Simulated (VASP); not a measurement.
Write the native input for VASP 6.6.1 that does the following.

```
Task                   : single point
Functional             : PBE
Potentials or basis    : VASP PAW PBE potentials, release 64 (Na_pv, I)
Cutoff                 : 520 eV
k mesh                 : 6 × 6 × 6
Occupations            : gaussian, width 0.02 eV
Spin                   : no spin polarisation
Dipole correction      : no
Further INCAR settings : ALGO = Normal; EDIFF = 1e-06; NBANDS = 14
```

The structure of NaI lies in POSCAR:

```
NaI
1.0
    0.0000000000      3.2311238856      3.2311238856
    3.2311238856      0.0000000000      3.2311238856
    3.2311238856      3.2311238856      0.0000000000
Na I
1 1
Direct
    0.0000000000      0.0000000000      0.0000000000
    0.5000000000      0.5000000000      0.5000000000
```

This cell differs from its parent crystal: volume scaled by 0.97.

The input as run:

INCAR

```
PREC = Accurate
ENCUT = 520
EDIFF = 1E-6
ISMEAR = 0
SIGMA = 0.02
LREAL = F
LASPH = T
NELM = 80
ALGO = Normal
ISIF = 2
LWAVE = F
LCHARG = F
GGA = PE
NBANDS = 14
```

KPOINTS

```
regular mesh
0
Gamma
  6 6 6
```

Potentials or basis: VASP PAW PBE potentials, release 64 (Na_pv, I).

Launch:

```bash
$ cat potpaw_PBE.64/Na_pv/POTCAR potpaw_PBE.64/I/POTCAR > POTCAR
$ mpirun -np 1 vasp_std > vasp.out
```

Results of the run:

```
Pressure               : 0.5 GPa
Band gap on the k mesh : 3.65 eV, direct
```

Caveat: spin-orbit coupling is left out, which moves the levels of the heavy elements.

Run time: 6.7 s on 1 thread of Intel(R) Xeon(R) 6975P-C (Granite Rapids), on a shared host, peak memory 0.2 GiB.
